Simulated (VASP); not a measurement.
Wanted: the native input for a VASP 6.6.1 run.

```yaml
Task: single point
Functional: PBE
Potentials_or_basis: VASP PAW PBE potentials, release 64 (Zn, Se)
Cutoff: 520 eV
k_mesh: 8 × 8 × 2
Occupations: gaussian, width 0.1 eV
Spin: no spin polarisation
Dipole_correction: no
Further_INCAR_settings: ALGO = Normal; EDIFF = 1e-06; NBANDS = 40
```

The structure of ZnSe3 lies in POSCAR:

```
ZnSe3
1.0
    4.0526043306      0.0000000000      0.0000000000
    0.0000000000      4.0509768855      0.0000000000
    0.0000000000      0.0000000000     16.0044036060
Zn Se
2 6
Direct
    0.0000000000      0.0000000000      0.0000083708
    0.5000000000      0.5000000000      0.9999916292
    0.0000000000      0.0000000000      0.3410565189
    0.5000000000      0.0000000000      0.4210662680
    0.5000000000      0.5000000000      0.6589434811
    0.0000000000      0.5000000000      0.5789337320
    0.0000000000      0.5000000000      0.0945819732
    0.5000000000      0.0000000000      0.9054180268
```

The input as run:

INCAR

```
  ALGO = Normal
  EDIFF = 1E-6
  ENCUT = 520
  GGA = PE
  ISIF = 2
  ISMEAR = 0
  LASPH = T
  LCHARG = F
  LREAL = F
  LWAVE = F
  NBANDS = 40
  NELM = 100
  PREC = Accurate
  SIGMA = 0.1
```

KPOINTS

```
k-points
0
Gamma
  8 8 2
```

Potentials or basis: VASP PAW PBE potentials, release 64 (Zn, Se).

The run is started by

```sh
$ cat potpaw_PBE.64/Zn/POTCAR potpaw_PBE.64/Se/POTCAR > POTCAR
$ mpirun -np 1 vasp_std > vasp.out
```

It gave:

| Item | Value |
| --- | --- |
| Pressure | 0.1 GPa |
| Largest force | 0.036 eV/Å |
| Band gap on the k mesh | zero (bands 30 and 31 overlap by 0.60 eV) |

Caveat: semilocal functionals underestimate gaps, and a narrow one can read as zero.

Run time: 4.4 min on 1 thread of Intel(R) Xeon(R) 6975P-C (Granite Rapids) (shared host), peak memory 0.58 GiB.
